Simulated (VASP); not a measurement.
# Al5Cu (P-6m2) in VASP: relaxation of cell and atoms with PBE

Aim: the relaxation of cell and atoms of Al5Cu with PBE.

All numbers are computed with VASP 6.6.1; they aren't measurements. Logs are shortened: lines on timing, memory, paths and dates and some standing lists are left out, and cuts for length are marked.

### 1 The cell of the first run

The structure is hexagonal, space group P-6m2 (No. 187). The conventional cell has a = 2.835 Å, b = 2.835 Å, c = 13.516 Å, α = 90.00°, β = 90.00°, γ = 120.00°. Al (site symmetry 3m) has 3 Cu at 2.61 Å and 9 Al at 2.84 to 2.87 Å within 3.4 Å. Al (site symmetry -6m2) has 12 Al at 2.84 to 2.88 Å within 3.7 Å. Within 3.7 Å of Al (site symmetry 3m) lie 12 Al at 2.84 to 2.88 Å. Within 3.4 Å of Cu (site symmetry -6m2) lie 6 Al at 2.61 Å and 6 Cu at 2.84 Å.

### 2 Relaxation of cell and atoms, PBE

File INCAR:

```
SYSTEM = Al5Cu
  ALGO = Fast
  EDIFF = 1E-6
  EDIFFG = -0.01
  ENCUT = 600
  GGA = PE
  IBRION = 2
  ISIF = 3
  ISMEAR = 0
  LASPH = .TRUE.
  LCHARG = .FALSE.
  LREAL = .FALSE.
  LWAVE = .FALSE.
  NELM = 100
  NSW = 100
  PREC = Accurate
  SIGMA = 0.1
```

File KPOINTS:

```
k-points
0
G
  18 18 4
  0 0 0
```

File POSCAR:

```
Al5Cu
1.0
    2.8352738000      0.0000000000      0.0000000000
   -1.4176369000      2.4554192000      0.0000000000
    0.0000000000      0.0000000000     13.5161159000
Al Cu
5 1
Direct
    0.3333333000      0.6666667000      0.6503960000
    0.3333333000      0.6666667000      0.0000000000
    0.3333333000      0.6666667000      0.3496040000
    0.6666667000      0.3333333000      0.8245320000
    0.6666667000      0.3333333000      0.1754680000
    0.6666667000      0.3333333000      0.5000000000
```

Potentials or basis: VASP PAW PBE potentials, release 64 (Al, Cu).

Run with:

```
cat potpaw_PBE.64/Al/POTCAR potpaw_PBE.64/Cu/POTCAR > POTCAR
mpirun -np 1 vasp_std > vasp.out
```

OUTCAR:

```text
SYSTEM = Al5Cu
   EDIFF = 1E-6
   EDIFFG = -0.01
   ENCUT = 600
   GGA = PE
   IBRION = 2
   ISIF = 3
   ISMEAR = 0
   LASPH = .TRUE.
   LREAL = .FALSE.
   NELM = 100
   NSW = 100
   PREC = Accurate

 ion  position               nearest neighbor table
   1  0.333  0.667  0.650-   6 2.61   6 2.61   6 2.61   4 2.87   4 2.87   4 2.87
   2  0.333  0.667  0.000-   4 2.88   5 2.88   4 2.88   5 2.88   4 2.88   5 2.88
   3  0.333  0.667  0.350-   6 2.61   6 2.61   6 2.61   5 2.87   5 2.87   5 2.87
   4  0.667  0.333  0.825-   1 2.87   1 2.87   1 2.87   2 2.88   2 2.88   2 2.88
   5  0.667  0.333  0.175-   3 2.87   3 2.87   3 2.87   2 2.88   2 2.88   2 2.88
   6  0.667  0.333  0.500-   1 2.61   3 2.61   1 2.61   3 2.61   1 2.61   3 2.61

  LATTYP: Found a hexagonal cell.
 ALAT       =     2.8352738000
 C/A-ratio  =     4.7671289806

  Lattice vectors:

 A1 = (   2.8352738000,   0.0000000000,   0.0000000000)
 A2 = (  -1.4176369000,   2.4554192000,   0.0000000000)
 A3 = (   0.0000000000,   0.0000000000,  13.5161159000)

Analysis of symmetry for initial positions (statically):
=====================================================================
 Subroutine PRICEL returns:
 Original cell was already a primitive cell.

 Routine SETGRP: Setting up the symmetry group for a
 hexagonal supercell.

 Subroutine GETGRP returns: Found 12 space group operations
 (whereof 12 operations were pure point group operations)
 out of a pool of 24 trial point group operations.

The static configuration has the point symmetry D_3h.

Analysis of symmetry for dynamics (positions and initial velocities):
=====================================================================
 Subroutine PRICEL returns:
 Original cell was already a primitive cell.

 Routine SETGRP: Setting up the symmetry group for a
 hexagonal supercell.

 Subroutine GETGRP returns: Found 12 space group operations
 (whereof 12 operations were pure point group operations)
 out of a pool of 24 trial point group operations.

The dynamic configuration has the point symmetry D_3h.

 Subroutine INISYM returns: Found 12 space group operations
 (whereof 12 operations are pure point group operations),
 and found     1 'primitive' translations

----------------------------------------------------------------------------------------

                                     Primitive cell

  volume of cell :      94.0963

  direct lattice vectors                    reciprocal lattice vectors
     2.835273800  0.000000000  0.000000000     0.352699623  0.203631217  0.000000000
    -1.417636900  2.455419200  0.000000000     0.000000000  0.407262434  0.000000000
     0.000000000  0.000000000 13.516115900     0.000000000  0.000000000  0.073985752

  length of vectors
     2.835273800  2.835273854 13.516115900     0.407262442  0.407262434  0.073985752

  position of ions in fractional coordinates (direct lattice)
     0.333333300  0.666666700  0.650396000
     0.333333300  0.666666700  0.000000000
     0.333333300  0.666666700  0.349604000
     0.666666700  0.333333300  0.824532000
     0.666666700  0.333333300  0.175468000
     0.666666700  0.333333300  0.500000000

  ion indices of the primitive-cell ions
   primitive index   ion index
                 1           1
                 2           2
                 3           3
                 4           4
                 5           5
                 6           6

----------------------------------------------------------------------------------------

 KPOINTS: k-points

Automatic generation of k-mesh.
 Grid dimensions read from file:
 generate k-points for:   18   18    4

 Generating k-lattice:

  Cartesian coordinates                     Fractional coordinates (reciprocal lattice)
     0.019594423  0.011312845  0.000000000     0.055555556  0.000000000  0.000000000
     0.000000000  0.022625691  0.000000000     0.000000000  0.055555556  0.000000000
     0.000000000  0.000000000  0.018496438     0.000000000  0.000000000  0.250000000

  Length of vectors
     0.022625691  0.022625691  0.018496438

  Shift w.r.t. Gamma in fractional coordinates (k-lattice)
     0.000000000  0.000000000  0.000000000

 Subroutine IBZKPT returns following result:
 ===========================================

 Found    111 irreducible k-points:

 Following reciprocal coordinates:
            Coordinates               Weight
  0.000000  0.000000  0.000000      1.000000
  0.055556 -0.000000  0.000000      6.000000
  0.111111 -0.000000  0.000000      6.000000
  0.166667 -0.000000  0.000000      6.000000
  0.222222  0.000000  0.000000      6.000000
  0.277778  0.000000  0.000000      6.000000
[... 16 lines left out ...]
  0.333333  0.111111  0.000000     12.000000
  0.388889  0.111111  0.000000     12.000000
 [... further k-points ...]
   k-points           NKPTS =    111   k-points in BZ     NKDIM =    111   number of bands    NBANDS=     17
   number of dos      NEDOS =    301   number of ions     NIONS =      6
   total plane-waves  NPLWV =  62208
   dimension x,y,z NGX =    24 NGY =   24 NGZ =  108
   dimension x,y,z NGXF=    48 NGYF=   48 NGZF=  216
   ions per type =               5   1
   NGX,Y,Z   is equivalent  to a cutoff of  14.07, 14.07, 13.28 a.u.
   NGXF,Y,Z  is equivalent  to a cutoff of  28.14, 28.14, 26.57 a.u.
 SYSTEM =  Al5Cu
   PREC   = accura    normal or accurate (medium, high low for compatibility)
   ISTART =      0    job   : 0-new  1-cont  2-samecut
   ICHARG =      2    charge: 1-file 2-atom 10-const
   ISPIN  =      1    spin polarized calculation?
   LNONCOLLINEAR =      F non collinear calculations
   LSORBIT =      F    spin-orbit coupling
   LASPH  =      T    aspherical Exc in radial PAW
   ENCUT  =  600.0 eV  44.10 Ry    6.64 a.u.   5.66  5.66 27.00*2*pi/ulx,y,z
   NELM   =    100;   NELMIN=  2; NELMDL= -5     # of ELM steps
   EDIFF  = 0.1E-05   stopping-criterion for ELM
   LREAL  =      F    real-space projection
   EDIFFG = -.1E-01   stopping-criterion for IOM
   NSW    =    100    number of steps for IOM
   IBRION =      2    ionic relax: 0-MD 1-quasi-New 2-CG
   NFREE  =      1    steps in history (QN), initial steepest desc. (CG)
   ISIF   =      3    stress and relaxation
   ISYM   =      2    0-nonsym 1-usesym 2-fastsym
   POTIM  = 0.5000    time-step for ionic-motion
   TEBEG  =    0.0;   TEEND  =   0.0 temperature during run
   PSTRESS=    0.0 pullay stress
   NELECT =      26.0000    total number of electrons
   NUPDOWN=      -1.0000    fix difference up-down
   EMIN   =  10.00;   EMAX   =-10.00  energy-range for DOS
   EFERMI =   0.00;   METHOD = LEGACY
   ISMEAR =     0;   SIGMA  =   0.10  broadening in eV -4-tet -1-fermi 0-gaus
   EFERMI_NEDOS =   21; number of points for ismear=-14 and -15
   IALGO  =     68    algorithm
   IMIX   =      4    mixing-type and parameters
     AMIX     =   0.40;   BMIX     =  1.00
     AMIX_MAG =   1.60;   BMIX_MAG =  1.00
  volume/ion in A,a.u.               =      15.68       105.83
  Fermi-wavevector in a.u.,A,eV,Ry     =   1.066289  2.014995 15.469458  1.136973
  Thomas-Fermi vector in A             =   2.201869
   LORBIT       =      0    0 simple, 1 ext, 2 COOP (PROOUT), +10 PAW based schemes
   GGA     = PE    functional components
   LHFCALC =     F    Hartree Fock is set to
   AEXX    =    0.0000 exact exchange contribution
   IVDW    =     0    specifies the selected vdW correction
   LEPSILON=     F    determine dielectric tensor
   LRPA    =     F    only Hartree local field effects (RPA)
 conjugate gradient relaxation of ions
 non-spin polarized calculation
 RMM-DIIS sequential band-by-band and
 Gauss-broadening in eV      SIGMA  =   0.10
  energy-cutoff  :      600.00
  volume of cell :       94.10
 maximum number of plane-waves:      3179
 NGX is ok and might be reduce to    24
   NGX = 11   NGY = 11   NGZ = 53

--------------------------------------- Ionic step        1  -------------------------------------------

 number of electron      26.0000003 magnetization

 Free energy of the ion-electron system (eV)
  ---------------------------------------------------
  ext. energy  EPLUGINS =         0.00000000
  ---------------------------------------------------
  free energy    TOTEN  =       -22.09571832 eV

  energy without entropy =      -22.08458425  energy(sigma->0) =      -22.09015128

------------------------ aborting loop because EDIFF is reached ----------------------------------------

  FORCE on cell =-STRESS in cart. coord.  units (eV):
  Direction    XX          YY          ZZ          XY          YZ          ZX
  --------------------------------------------------------------------------------------
  -------------------------------------------------------------------------------------
  Total        0.0993967      0.0993968      0.5689835      0.0000000      0.0000000      0.0000000
  in kB        1.6924280      1.6924281      9.6880799      0.0000000      0.0000000      0.0000000
  external PRESSURE =       4.3576453 kB  Pullay stress =       0.0000000 kB
[... 185 lines left out ...]
  energy  without entropy=      -22.4595234972  energy(sigma->0) =      -22.46499511

--------------------------------------- Ionic step        6  -------------------------------------------

 number of electron      26.0000002 magnetization

 Free energy of the ion-electron system (eV)
  ---------------------------------------------------
  ext. energy  EPLUGINS =         0.00000000
  ---------------------------------------------------
  free energy    TOTEN  =       -22.47049002 eV

  energy without entropy =      -22.45954295  energy(sigma->0) =      -22.46501649

 E-fermi :   8.0235     XC(G=0): -10.5180

 val. band max:        8.0203252158   @ k =   0.2778   0.2778   0.5000
 cond. band min:       8.0302306610   @ k =   0.3889   0.0556   0.0000
 fundamental gap:      0.0099054452
 Fermi energy:         8.0234784202

 k-point     1 :       0.0000    0.0000    0.0000
  band No.  band energies     occupation
      1      -3.0438      2.00000
      2      -2.3782      2.00000
      3      -2.0202      2.00000
      4       0.0338      2.00000
      5       0.4694      2.00000
      6       3.4044      2.00000
[... 9 lines left out ...]
     16      16.7304      0.00000
     17      19.0730      0.00000
[... 443 lines left out ...]
      1       1.8701      2.00000
      2       2.3945      2.00000
      3       2.6914      2.00000
      4       3.5398      2.00000
      5       3.8101      2.00000
      6       4.2115      2.00000
[... 9 lines left out ...]
     16       9.0741      0.00000
     17       9.5679      0.00000

 [... further k-points ...]

------------------------ aborting loop because EDIFF is reached ----------------------------------------

  FORCE on cell =-STRESS in cart. coord.  units (eV):
  Direction    XX          YY          ZZ          XY          YZ          ZX
  --------------------------------------------------------------------------------------
  -------------------------------------------------------------------------------------
  Total       -0.0107203     -0.0107203      0.0037034      0.0000000      0.0000000      0.0000000
  in kB       -0.1822992     -0.1822992      0.0629771      0.0000000      0.0000000      0.0000000
  external PRESSURE =      -0.1005404 kB  Pullay stress =       0.0000000 kB
[... 21 lines left out ...]
  FREE ENERGIE OF THE ION-ELECTRON SYSTEM (eV)
  ---------------------------------------------------
  free  energy   TOTEN  =       -22.4704900232 eV

  energy  without entropy=      -22.4595429523  energy(sigma->0) =      -22.46501649

 reached required accuracy - stopping structural energy minimisation
```

Run time: 37 min. Hardware: 1 thread of Intel Xeon 8259CL, shared host; peak memory 0.41 GiB.

Results:

* Free energy: -22.4705 eV
* Relaxed volume: 15.70 Å³/atom
* Relaxed cell: a = 2.836 Å, b = 2.836 Å, c = 13.529 Å, α = 90.00°, β = 90.00°, γ = 120.00°
* Space group after relaxing (to 0.1 Å): P-6m2 (No. 187)
* Energy gained by relaxing: 62.5 meV/atom
* Ionic steps: 6
* Pressure after relaxing: 0.0 GPa
* Largest force after relaxing: 0.008 eV/Å

Forces on the atoms (eV/Å):
```
Al   0.000  0.000  0.008
Al   0.000  0.000  0.000
Al   0.000  0.000 -0.008
Al   0.000  0.000  0.002
Al   0.000  0.000 -0.002
Cu   0.000  0.000  0.000
```

Step by step:
```tsv
step	energy change (eV)	largest force (eV/Å)	pressure (GPa)	volume (Å³)
1	0.0000	0.1170	0.44	94.10
2	-0.3657	0.0271	-0.43	94.68
3	-0.3738	0.0245	-0.47	94.68
4	-0.3745	0.0095	-0.27	94.46
5	-0.3747	0.0036	-0.11	94.28
6	-0.3748	0.0085	-0.01	94.22
```

Final structure:
```
Al Cu
1.0
     2.83575    0.00000    0.00000
    -1.41787    2.45583    0.00000
     0.00000    0.00000   13.52905
Al Cu
5 1
Direct
  0.33333 0.66667 0.65048
  0.33333 0.66667 0.00000
  0.33333 0.66667 0.34952
  0.66667 0.33333 0.82455
  0.66667 0.33333 0.17545
  0.66667 0.33333 0.50000
```

Caveat: the highest band is partly filled, so the run has too few bands.
